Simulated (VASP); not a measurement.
**FePt4: single point with PBE**

Crystal: FePt4.

```
CELL_PARAMETERS angstrom
2.75145 0.00000 0.00000
-1.37573 2.38283 0.00000
0.00000 0.00000 23.05253
ATOMIC_POSITIONS crystal
Fe 0.00000 0.00000 0.00000
Fe 0.33333 0.66667 0.50000
Pt 0.00000 0.00000 0.80231
Pt 0.00000 0.00000 0.19769
Pt 0.33333 0.66667 0.30231
Pt 0.33333 0.66667 0.69769
Pt 0.33333 0.66667 0.90829
Pt 0.33333 0.66667 0.09171
Pt 0.00000 0.00000 0.40829
Pt 0.00000 0.00000 0.59171
```

```json
{
  "Program": "VASP 6.6.1",
  "Task": "single point",
  "Functional": "PBE",
  "Potentials or basis": "VASP PAW PBE potentials, release 64 (Fe, Pt)",
  "Cutoff": "520 eV",
  "k mesh": "6 × 6 × 1",
  "Occupations": "gaussian, width 0.1 eV",
  "Spin": "collinear spin",
  "Starting moments": "[3.31, -3.31, 0.0, 0.0, 0.0, 0.0, 0.31, 0.31, -0.31, -0.31] μB",
  "Dipole correction": "no",
  "Further INCAR settings": "ALGO = Normal; EDIFF = 1e-07; NBANDS = 63"
}
```

The pressure is -1.2 GPa. The largest force is 0.113 eV/Å and the band gap on the k mesh is zero (filled and empty bands overlap). The net moment is 0.00 μB per cell and the site moments are Fe +2.96, -2.96; Pt +0.01, -0.01, +0.21, -0.21 (each value once) μB. The valence electrons inside the program's atomic spheres are Fe 6.97; Pt 9.20, 9.30 (each value once).

Forces on the atoms (eV/Å):
```
Fe   0.000  0.000  0.000
Fe   0.000  0.000  0.000
Pt   0.000  0.000 -0.113
Pt   0.000  0.000  0.113
Pt   0.000  0.000 -0.113
Pt   0.000  0.000  0.113
Pt   0.000  0.000 -0.046
Pt   0.000  0.000  0.046
Pt   0.000  0.000 -0.046
Pt   0.000  0.000  0.046
```

Stress tensor (GPa, compression positive):
```
-1.11  0.00  0.00
 0.00 -1.11  0.00
 0.00  0.00 -1.41
```

Levels at points of the mesh, in eV from the Fermi level:
Spin up:
| k point | band 48 | band 49 | band 50 | band 51 | band 52 | band 53 | band 54 | band 55 | band 56 | band 57 |
| --- | --- | --- | --- | --- | --- | --- | --- | --- | --- | --- |
| (0.00, 0.00, 0.00) | -0.68 | -0.62 | -0.62 | -0.56 | -0.34 | -0.18 | -0.18 | -0.16 | -0.16 | 0.55 |
| (0.50, 0.00, 0.00) | 0.80 | 0.90 | 1.10 | 1.41 | 1.50 | 1.82 | 1.84 | 2.31 | 2.47 | 2.63 |
Spin down:
```tsv
k point	band 50	band 51	band 52	band 53	band 54	band 55
(0.00, 0.00, 0.00)	-0.62	-0.56	-0.34	-0.18	-0.18	-0.16
(0.50, 0.00, 0.00)	1.10	1.41	1.50	1.82	1.84	2.31
```

Wall time 5.2 min on 1 thread of Intel(R) Xeon(R) Platinum 8259CL CPU @ 2.50GHz (Skylake/Cascade Lake) (shared host), peak memory 0.36 GiB.

Caveat: the k points lie up to 0.44 Å⁻¹ apart, too coarse for converged energies and pressures of a metal; spin-orbit coupling is left out, which moves the levels of the heavy elements.
